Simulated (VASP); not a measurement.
# BiO5 (P-6m2) in VASP: further runs, part 3 of 3

VASP 6.6.1.

## 5. Single point, PBE

This run uses another cell than the first one, of 18.72 Å³/atom, 1.103 times its volume.

Input file INCAR:

```
PREC = Accurate
ENCUT = 520
EDIFF = 1E-6
ISMEAR = 0
SIGMA = 0.1
LREAL = F
LASPH = T
NELM = 100
ALGO = Normal
ISIF = 2
LWAVE = F
LCHARG = F
GGA = PE
NBANDS = 32
```

Input file KPOINTS:

```
Automatic mesh
0
Gamma
  12 12 4
```

Input file POSCAR:

```
BiO5
1.0
    3.4482653945      0.0000000000      0.0000000000
   -1.7241326972      2.9862854307      0.0000000000
    0.0000000000      0.0000000000     10.9091573516
Bi O
1 5
Direct
    0.6666666667      0.3333333333      0.0000000000
    0.0000000000      0.0000000000      0.8845115470
    0.6666666667      0.3333333333      0.5573868525
    0.0000000000      0.0000000000      0.5000000000
    0.6666666667      0.3333333333      0.4426131475
    0.0000000000      0.0000000000      0.1154884530
```

Potentials or basis: VASP PAW PBE potentials, release 64 (Bi_d, O).

Launch:

```
$ cat potpaw_PBE.64/Bi_d/POTCAR potpaw_PBE.64/O/POTCAR > POTCAR
$ mpirun -np 1 vasp_std > vasp.out
```

OUTCAR:

```text
PREC = Accurate
   ENCUT = 520
   EDIFF = 1E-6
   ISMEAR = 0
   LREAL = F
   LASPH = T
   NELM = 100
   ISIF = 2
   GGA = PE

 ion  position               nearest neighbor table
   1  0.667  0.333  0.000-   2 2.36   6 2.36   2 2.36   6 2.36   2 2.36   6 2.36
   2  0.000  0.000  0.885-   1 2.36   1 2.36   1 2.36
   3  0.667  0.333  0.557-   5 1.25
   4  0.000  0.000  0.500-
   5  0.667  0.333  0.443-   3 1.25
   6  0.000  0.000  0.115-   1 2.36   1 2.36   1 2.36

  LATTYP: Found a hexagonal cell.
 ALAT       =     3.4482653945
 C/A-ratio  =     3.1636652356

  Lattice vectors:

 A1 = (   3.4482653945,   0.0000000000,   0.0000000000)
 A2 = (  -1.7241326972,   2.9862854307,   0.0000000000)
 A3 = (   0.0000000000,   0.0000000000,  10.9091573516)

Analysis of symmetry for initial positions (statically):
=====================================================================
 Subroutine PRICEL returns:
 Original cell was already a primitive cell.

 Routine SETGRP: Setting up the symmetry group for a
 hexagonal supercell.

 Subroutine GETGRP returns: Found 12 space group operations
 (whereof 12 operations were pure point group operations)
 out of a pool of 24 trial point group operations.

The static configuration has the point symmetry D_3h.

Analysis of symmetry for dynamics (positions and initial velocities):
=====================================================================
 Subroutine PRICEL returns:
 Original cell was already a primitive cell.

 Routine SETGRP: Setting up the symmetry group for a
 hexagonal supercell.

 Subroutine GETGRP returns: Found 12 space group operations
 (whereof 12 operations were pure point group operations)
 out of a pool of 24 trial point group operations.

The dynamic configuration has the point symmetry D_3h.

 Subroutine INISYM returns: Found 12 space group operations
 (whereof 12 operations are pure point group operations),
[... 125 lines left out ...]
  volume/ion in A,a.u.               =      18.72       126.35
  Fermi-wavevector in a.u.,A,eV,Ry     =   1.206807  2.280535 19.815306  1.456384
  Thomas-Fermi vector in A             =   2.342464
   LORBIT       =      0    0 simple, 1 ext, 2 COOP (PROOUT), +10 PAW based schemes
   GGA     = PE    functional components
   LHFCALC =     F    Hartree Fock is set to
   AEXX    =    0.0000 exact exchange contribution
   IVDW    =     0    specifies the selected vdW correction
   LEPSILON=     F    determine dielectric tensor
   LRPA    =     F    only Hartree local field effects (RPA)
 non-spin polarized calculation
 Gauss-broadening in eV      SIGMA  =   0.10
  energy-cutoff  :      520.00
  volume of cell :      112.34
 maximum number of plane-waves:      3060
 NGX is ok and might be reduce to    28
   NGX = 13   NGY = 13   NGZ = 41

 number of electron      44.9999990 magnetization

 Free energy of the ion-electron system (eV)
  ---------------------------------------------------
  ext. energy  EPLUGINS =         0.00000000
  ---------------------------------------------------
  free energy    TOTEN  =       -25.20983063 eV

  energy without entropy =      -25.15963908  energy(sigma->0) =      -25.18473485

 E-fermi :  -0.1707     XC(G=0):  -7.9873

 val. band max:       -0.1797151883   @ k =   0.3333   0.0000   0.0000
 cond. band min:      -0.1663222959   @ k =   0.3333   0.0833   0.0000
 fundamental gap:      0.0133928923
 Fermi energy:        -0.1706565796

 k-point     1 :       0.0000    0.0000    0.0000
  band No.  band energies     occupation
      1     -26.2789      2.00000
      2     -22.7373      2.00000
      3     -22.7373      2.00000
      4     -22.7120      2.00000
      5     -22.5765      2.00000
      6     -22.5765      2.00000
[... 829 lines left out ...]
     31      10.0380      0.00000
     32      11.2803      0.00000

 [... further k-points ...]

------------------------ aborting loop because EDIFF is reached ----------------------------------------

  FORCE on cell =-STRESS in cart. coord.  units (eV):
  Direction    XX          YY          ZZ          XY          YZ          ZX
  --------------------------------------------------------------------------------------
  -------------------------------------------------------------------------------------
  Total        0.0113345      0.0113345      1.0303901      0.0000000      0.0000000      0.0000000
  in kB        0.1616558      0.1616558     14.6956581      0.0000000      0.0000000      0.0000000
  external PRESSURE =       5.0063232 kB  Pullay stress =       0.0000000 kB

 VOLUME and BASIS-vectors are now :
 -----------------------------------------------------------------------------
  energy-cutoff  :      520.00
  volume of cell :      112.34
      direct lattice vectors                 reciprocal lattice vectors
     3.448265394  0.000000000  0.000000000     0.290000880  0.167432086  0.000000000
    -1.724132697  2.986285431  0.000000000     0.000000000  0.334864173  0.000000000
     0.000000000  0.000000000 10.909157352     0.000000000  0.000000000  0.091666108

 POSITION                                       TOTAL-FORCE (eV/Angst)
 -----------------------------------------------------------------------------------
      1.72413      0.99543      0.00000        -0.000000     -0.000000      0.000000
      0.00000      0.00000      9.64928        -0.000000     -0.000000     -0.029604
      1.72413      0.99543      6.08062         0.000000     -0.000000      0.900827
      0.00000      0.00000      5.45458        -0.000000     -0.000000      0.000000
      1.72413      0.99543      4.82854        -0.000000     -0.000000     -0.900827
      0.00000      0.00000      1.25988         0.000000      0.000000      0.029604
 -----------------------------------------------------------------------------------
    total drift:                               -0.000001      0.000001      0.000000

  FREE ENERGIE OF THE ION-ELECTRON SYSTEM (eV)
  ---------------------------------------------------
  free  energy   TOTEN  =       -25.2098306295 eV

  energy  without entropy=      -25.1596390750  energy(sigma->0) =      -25.18473485
```

It took 1.8 min on 1 thread of Intel Xeon 6975P-C (Granite Rapids), shared host; peak memory 0.34 GiB.

What came out:

```yaml
Free_energy: -25.2098 eV
Pressure: 0.5 GPa
Largest_force: 0.901 eV/Å
```

Forces in eV/Å, atoms in the order of the input:
```
Bi   0.000  0.000  0.000
O    0.000  0.000 -0.030
O    0.000  0.000  0.901
O    0.000  0.000  0.000
O    0.000  0.000 -0.901
O    0.000  0.000  0.030
```

Caveat: the standard files for N, O and F lose accuracy on very short bonds; spin-orbit coupling is left out, which moves the levels of the heavy elements; an odd number of electrons without spin polarisation forces a metal; a magnetic or distorted state may lie lower.

## 6. Overview

| task | cell | k mesh | cutoff (eV) | gap on the mesh (eV) | pressure (GPa) | largest force (eV/Å) |
| --- | --- | --- | --- | --- | --- | --- |
| single point | a = 2.911, b = 2.911, c = 13.872 Å, angles 90.0, 90.0, 120.0°, 6 atoms | 6 × 6 × 2 | 520 | none | -6.2 | 1.75 |
| single point | a = 3.440, b = 3.440, c = 10.926 Å, angles 90.0, 90.0, 120.0°, 6 atoms | 6 × 6 × 2 | 520 | none | 0.5 | 0.84 |
| relaxation of cell and atoms | relaxed from a = 2.911, b = 2.911, c = 13.872 Å, angles 90.0, 90.0, 120.0°, 6 atoms | 6 × 6 × 2 | 600 | none | 0.2 | 0.02 |
| single point | a = 3.448, b = 3.448, c = 10.909 Å, angles 90.0, 90.0, 120.0°, 6 atoms | 12 × 12 × 4 | 520 | none | 0.5 | 0.90 |

Alike in all rows: level PBE; potentials or basis VASP PAW PBE potentials, release 64 (Bi_d, O); no spin polarisation; smearing gaussian 0.1 eV.

Caveats: some runs use coarse meshes; spin-orbit coupling is left out, which moves the levels of the heavy elements; an odd number of electrons without spin polarisation forces a metal; a magnetic or distorted state may lie lower; the standard files for N, O and F lose accuracy on very short bonds (some runs).

Absolute energies hang on the potentials; compare differences alone.
